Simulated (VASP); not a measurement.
Write the native input for VASP 6.6.1 that does the following.

* Task: single point
* Functional: PBE
* Potentials or basis: VASP PAW PBE potentials, release 64 (P, Pt)
* Cutoff: 520 eV
* k mesh: 6 × 6 × 4
* Occupations: gaussian, width 0.1 eV
* Spin: no spin polarisation
* Dipole correction: no
* Further INCAR settings: ALGO = Fast; EDIFF = 1e-06; NBANDS = 28

The structure of P2Pt3 lies in POSCAR:

```
P2Pt3
1.0
    3.7884129800      0.0000000000      0.0000000000
   -1.8942064900      3.2808618800      0.0000000000
    0.0000000000      0.0000000000      5.8232251500
P Pt
2 3
Direct
    0.3333333300      0.6666666700      0.7954824400
    0.6666666700      0.3333333300      0.2045175600
    0.0000000000      0.0000000000      0.0000000000
    0.6666666700      0.3333333300      0.6193643300
    0.3333333300      0.6666666700      0.3806356700
```

The input as run:

INCAR

```
SYSTEM = P2Pt3
ALGO = Fast
EDIFF = 1E-6
ENCUT = 520
GGA = PE
ISIF = 2
ISMEAR = 0
LASPH = .TRUE.
LCHARG = .TRUE.
LELF = .TRUE.
LREAL = .FALSE.
LVHAR = .TRUE.
LWAVE = .FALSE.
NBANDS = 28
NELM = 60
PREC = Accurate
SIGMA = 0.1
```

KPOINTS

```
k-points
0
G
  6 6 4
  0 0 0
```

Potentials or basis: VASP PAW PBE potentials, release 64 (P, Pt).

Command:

```sh
$ cat potpaw_PBE.64/P/POTCAR potpaw_PBE.64/Pt/POTCAR > POTCAR
$ mpirun -np 1 vasp_std > vasp.out
```

It gave:

| Property | Result |
| --- | --- |
| Pressure | 25.1 GPa |
| Largest force | 2.293 eV/Å |
| Band gap on the k mesh | zero (bands 20 and 21 overlap by 2.21 eV) |

Caveat: the cell stands under pressure; spin-orbit coupling is left out, which moves the levels of the heavy elements; forces of over 1 eV/Å act on the atoms, so gaps and moduli don't describe the material at rest.

It took 74 s on 1 thread of Oxide Virtual Turin-like Processor, with other jobs on the host, peak memory 0.17 GiB.
